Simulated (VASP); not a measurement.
# Ga15CuHN16 (a cell with a defect): single point with PBE

System: Ga15CuHN16 (a cell with a defect).

```
Ga N Cu H
1.0
     6.43724    0.00000    0.00000
    -3.21862    5.57482    0.00000
     0.00000    0.00000   10.48707
Ga N Cu H
15 16 1 1
Direct
  0.34041 0.16860 0.24178
  0.16997 0.34575 0.50848
  0.34211 0.16522 0.74799
  0.16796 0.33441 0.99947
  0.33235 0.66511 0.24981
  0.16530 0.82299 0.50793
  0.34081 0.66553 0.75498
  0.16774 0.83362 0.99924
  0.83315 0.16686 0.25103
  0.84186 0.16210 0.75092
  0.67016 0.33458 0.99940
  0.83194 0.66635 0.24918
  0.65827 0.83352 0.50456
  0.83988 0.66578 0.75071
  0.66824 0.83389 0.00080
  0.27002 0.13471 0.42776
  0.16662 0.33250 0.18924
  0.33773 0.16847 0.93828
  0.17623 0.33384 0.69293
  0.33131 0.66713 0.43939
  0.16553 0.83109 0.18889
  0.33582 0.66735 0.94149
  0.17368 0.83100 0.69226
  0.83098 0.16145 0.44706
  0.67147 0.33500 0.18892
  0.83478 0.16636 0.93916
  0.67905 0.33081 0.68548
  0.82963 0.68051 0.44151
  0.66660 0.83394 0.19085
  0.83480 0.66629 0.93870
  0.67159 0.82990 0.69155
  0.72710 0.37165 0.49993
  0.09137 0.04299 0.39607
```

```
Program                : VASP 6.6.1
Task                   : single point
Functional             : PBE
Potentials or basis    : VASP PAW PBE potentials, release 64 (Ga_d, N, Cu, H)
Cutoff                 : 520 eV
k mesh                 : 1 × 1 × 1, shifted
Occupations            : gaussian, width 0.01 eV
Spin                   : no spin polarisation
Dipole correction      : no
Charge                 : 1
Further INCAR settings : LREAL = Auto; ALGO = Normal; EDIFF = 1e-06; NBANDS = 166; NELECT = 286.0
```

```yaml
Largest_force: 0.278 eV/Å
```

Forces on the atoms (eV/Å):
```
Ga  -0.048  0.001 -0.063
Ga  -0.036 -0.021  0.010
Ga  -0.101  0.006  0.051
Ga   0.049 -0.027  0.022
Ga  -0.048  0.014  0.006
Ga   0.072 -0.094 -0.007
Ga  -0.026  0.044  0.026
Ga   0.095 -0.028  0.022
Ga  -0.029  0.026 -0.005
Ga   0.006 -0.022  0.026
Ga   0.034 -0.048 -0.005
Ga  -0.013 -0.008 -0.036
Ga   0.022 -0.051  0.061
Ga  -0.077  0.050 -0.024
Ga   0.016 -0.023 -0.008
N   -0.051  0.081 -0.041
N   -0.026  0.001 -0.005
N    0.030 -0.023 -0.031
N   -0.020  0.003 -0.054
N   -0.039 -0.040 -0.018
N    0.018  0.045 -0.036
N   -0.010  0.009  0.003
N    0.013  0.014  0.020
N    0.005 -0.056 -0.114
N   -0.011  0.017  0.036
N    0.021  0.034 -0.034
N   -0.024  0.179  0.012
N    0.067  0.037  0.223
N   -0.018  0.005  0.000
N   -0.016 -0.006  0.043
N   -0.025  0.019 -0.017
Cu   0.112 -0.241 -0.084
H    0.057  0.103  0.020
```

Levels at points of the mesh, in eV from the Fermi level:
| k point | band 139 | band 140 | band 141 | band 142 | band 143 | band 144 | band 145 | band 146 | band 147 | band 148 |
| --- | --- | --- | --- | --- | --- | --- | --- | --- | --- | --- |
| (0.25, 0.25, 0.25) | -0.90 | -0.75 | -0.69 | -0.61 | -0.08 | 0.19 | 4.09 | 4.83 | 5.01 | 5.10 |

Run time: 21 min on 1 thread of Intel(R) Xeon(R) Platinum 8488C (Sapphire Rapids), on a shared host, peak memory 0.59 GiB.

Caveat: the k points lie up to 0.56 Å⁻¹ apart; the cell carries a net charge on a neutralising background, which shifts energy and pressure; the cell is charged against a uniform background, so pressure and absolute levels hang on convention.
